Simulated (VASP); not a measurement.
A run of VASP 6.6.1 is set up as follows.

Contents of POSCAR:

```
Os
1.0
    0.0000000000      1.9450000000      1.9450000000
    1.9450000000      0.0000000000      1.9450000000
    1.9450000000      1.9450000000      0.0000000000
Os
1
Direct
    0.0000000000      0.0000000000      0.0000000000
```

The input INCAR.step1:

```
PREC     = Accurate       # precision mode
ENCUT    = 520            # plane-wave cutoff, eV
EDIFF    = 1E-6           # SCF threshold, eV
ISMEAR   = 0              # smearing method
SIGMA    = 0.05           # smearing width, eV
LREAL    = F              # projectors in reciprocal space
LASPH    = T              # aspherical terms in the spheres
NELM     = 150            # most SCF steps
ALGO     = Normal         # electronic algorithm
ISIF     = 2              # what is computed and relaxed
LWAVE    = F              # write WAVECAR
LCHARG   = T              # write CHGCAR
ISPIN    = 2              # spin polarisation
MAGMOM   = 1              # initial moments
LMAXMIX  = 4              # l up to which the mixer works
GGA      = PS             # functional
IVDW     = 12             # dispersion correction
NBANDS   = 14             # bands
```

KPOINTS.step1

```
Automatic mesh
0
Gamma
  12 12 12
```

Contents of INCAR.step2:

```
PREC     = Accurate       # precision mode
ENCUT    = 520            # plane-wave cutoff, eV
EDIFF    = 1E-6           # SCF threshold, eV
ISMEAR   = -5             # smearing method
SIGMA    = 0.05           # smearing width, eV
LREAL    = F              # projectors in reciprocal space
LASPH    = T              # aspherical terms in the spheres
NELM     = 150            # most SCF steps
ALGO     = Normal         # electronic algorithm
ISIF     = 2              # what is computed and relaxed
LWAVE    = F              # write WAVECAR
LCHARG   = F              # write CHGCAR
ISPIN    = 2              # spin polarisation
MAGMOM   = 1              # initial moments
LORBIT   = 11             # projections on sites
LMAXMIX  = 4              # l up to which the mixer works
GGA      = PS             # functional
IVDW     = 12             # dispersion correction
NEDOS    = 2001           # points of the DOS
ICHARG   = 11             # starting density
```

KPOINTS.step2

```
Automatic mesh
0
Gamma
  18 18 18
```

Potentials or basis: VASP PAW PBE potentials, release 64 (Os).

The run is started by

```bash
$ cat potpaw_PBE.64/Os/POTCAR > POTCAR
$ cp INCAR.step1 INCAR
$ cp KPOINTS.step1 KPOINTS
$ mpirun -np 1 vasp_std > vasp.out
$ cp INCAR.step2 INCAR
$ cp KPOINTS.step2 KPOINTS
$ mpirun -np 1 vasp_std > vasp.out
```

What does it give for the dispersion energy per atom?

-0.635 eV.

Estimate the net moment.

0.00 μB per cell.

Caveat: three body term missing.
